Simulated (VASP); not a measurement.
Crystal: LiCl.

```
Li Cl
1.0
     3.92677    0.00000    0.00000
    -1.96338    3.40068    0.00000
     0.00000    0.00000    6.28541
Li Cl
2 2
Direct
  0.33333 0.66667 0.99702
  0.66667 0.33333 0.49702
  0.33333 0.66667 0.37798
  0.66667 0.33333 0.87798
```

```yaml
Program: VASP 6.6.1
Task: relaxation of cell and atoms
Functional: LDA
Potentials_or_basis: VASP PAW LDA potentials, release 64 (Li_sv, Cl)
Cutoff: 600 eV
k_mesh: 12 × 12 × 4
Occupations: fermi-dirac, width 0.02 eV
Spin: no spin polarisation
```

At the start: pressure -2.6 GPa; volume 20.98 Å³/atom.

Problem. Where does the relaxation end?

Solution. Over 11 steps the energy falls by 19.3 meV/atom and the volume is 18.82 Å³/atom (-10.3 %); space group P6_3mc (No. 186, to 0.1 Å) before and after.

The path:
| step | energy change (eV) | largest force (eV/Å) | pressure (GPa) | volume (Å³) |
| --- | --- | --- | --- | --- |
| 1 | 0.0000 | 0.0022 | -2.59 | 83.93 |
| 2 | -0.0533 | 0.0009 | -1.56 | 79.88 |
| 3 | -0.0764 | 0.0055 | -0.26 | 75.98 |
| 4 | -0.0769 | 0.0065 | 0.02 | 75.27 |
| 5 | -0.0769 | 0.0062 | -0.05 | 75.43 |
| 6 | -0.0769 | 0.0056 | -0.05 | 75.43 |
| 7 | -0.0769 | 0.0041 | -0.05 | 75.43 |
| 8 | -0.0770 | 0.0012 | -0.04 | 75.41 |
| 9 | -0.0770 | 0.0040 | -0.04 | 75.39 |
| 10 | -0.0770 | 0.0037 | 0.07 | 75.12 |
| 11 | -0.0770 | 0.0012 | 0.00 | 75.29 |

Final structure:
```cif
data_structure
_symmetry_space_group_name_H-M 'P 1'
_symmetry_Int_Tables_number 1
_cell_length_a 3.7988
_cell_length_b 3.7988
_cell_length_c 6.0244
_cell_angle_alpha 90.000
_cell_angle_beta 90.000
_cell_angle_gamma 120.000
_cell_volume 75.29
loop_
_atom_site_label
_atom_site_type_symbol
_atom_site_fract_x
_atom_site_fract_y
_atom_site_fract_z
_atom_site_occupancy
Li1 Li 0.33333 0.66667 0.99576 1
Li2 Li 0.66667 0.33333 0.49576 1
Cl1 Cl 0.33333 0.66667 0.37924 1
Cl2 Cl 0.66667 0.33333 0.87924 1
```

Caveat: the cutoff is under 1.25 times the usual one of these potentials, so pressure, stress and relaxed cells hold a basis-set (Pulay) error; the structure was generated, so it needn't be the stable form of LiCl.
